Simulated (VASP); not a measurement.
## Mg12H (a cell with a defect): single point with PBEsol

System: Mg12H (a cell with a defect).

```xyz
13
Lattice="6.4200 0.0000 0.0000 -4.8150 8.3398 0.0000 0.0000 0.0000 5.2130" Properties=species:S:1:pos:R:3 pbc="T T T"
Mg   -0.0108   -0.0071   -0.0011
Mg   -0.0050    1.8388    2.6054
Mg   -1.5539    2.7451   -0.0014
Mg   -1.5923    4.6456    2.6054
Mg   -3.2252    5.6233   -0.0013
Mg   -3.2148    7.4195    2.6049
Mg    3.2177   -0.0007   -0.0013
Mg    3.2103    1.8193    2.6054
Mg    1.5645    2.7663   -0.0016
Mg    1.5815    4.6526    2.6049
Mg    0.0073    5.5789   -0.0016
Mg   -0.0023    7.4230    2.6047
H     3.2330    3.7388    5.2172
```

- Program: VASP 6.6.1
- Task: single point
- Functional: PBEsol
- Potentials or basis: VASP PAW PBE potentials, release 64 (Mg, H)
- Cutoff: 520 eV
- k mesh: 4 × 3 × 4
- Occupations: gaussian, width 0.1 eV
- Spin: no spin polarisation
- Dipole correction: no
- Further INCAR settings: ALGO = Normal; EDIFF = 1e-07; NBANDS = 24

```
Pressure               : -0.5 GPa
Largest force          : 0.054 eV/Å
Band gap on the k mesh : zero (an odd number of electrons rules out a gap without spin polarisation)
```

Forces in eV/Å, atoms in the order of the input:
```
Mg   0.006  0.008 -0.001
Mg   0.005  0.012 -0.001
Mg  -0.023 -0.013 -0.001
Mg  -0.015 -0.004  0.000
Mg  -0.010  0.053 -0.002
Mg   0.007 -0.015  0.001
Mg  -0.005 -0.010 -0.001
Mg  -0.010  0.007  0.000
Mg   0.041  0.006 -0.001
Mg   0.008 -0.014  0.001
Mg   0.004 -0.002  0.000
Mg  -0.008 -0.004  0.001
H    0.000 -0.025  0.003
```

Stress tensor (GPa, compression positive):
```
-0.51 -0.56  0.00
-0.56 -0.86  0.00
 0.00  0.00 -0.04
```

Levels at points of the mesh, in eV from the Fermi level:
| k point | band 8 | band 9 | band 10 | band 11 | band 12 | band 13 | band 14 | band 15 | band 16 | band 17 |
| --- | --- | --- | --- | --- | --- | --- | --- | --- | --- | --- |
| (0.00, 0.00, 0.00) | -1.70 | -1.63 | -0.63 | -0.17 | 0.16 | 0.28 | 0.30 | 0.55 | 1.23 | 1.76 |
| (0.50, 0.00, 0.00) | -0.59 | -0.57 | -0.53 | -0.36 | -0.12 | -0.10 | -0.07 | 0.13 | 0.33 | 0.88 |
| (0.00, 0.00, 0.50) | -1.89 | -1.85 | -1.83 | -1.33 | -1.08 | -0.73 | -0.45 | 0.64 | 1.19 | 1.27 |
| (0.50, 0.00, 0.50) | -3.76 | -1.59 | -0.79 | -0.74 | -0.72 | 0.15 | 0.81 | 0.88 | 0.89 | 2.10 |

Run time: 3.1 min on 1 thread of Intel(R) Xeon(R) Platinum 8488C (Sapphire Rapids) (shared host), peak memory 0.42 GiB.

Caveat: the PAW data sets were made with another functional, which shifts forces and pressure a little.
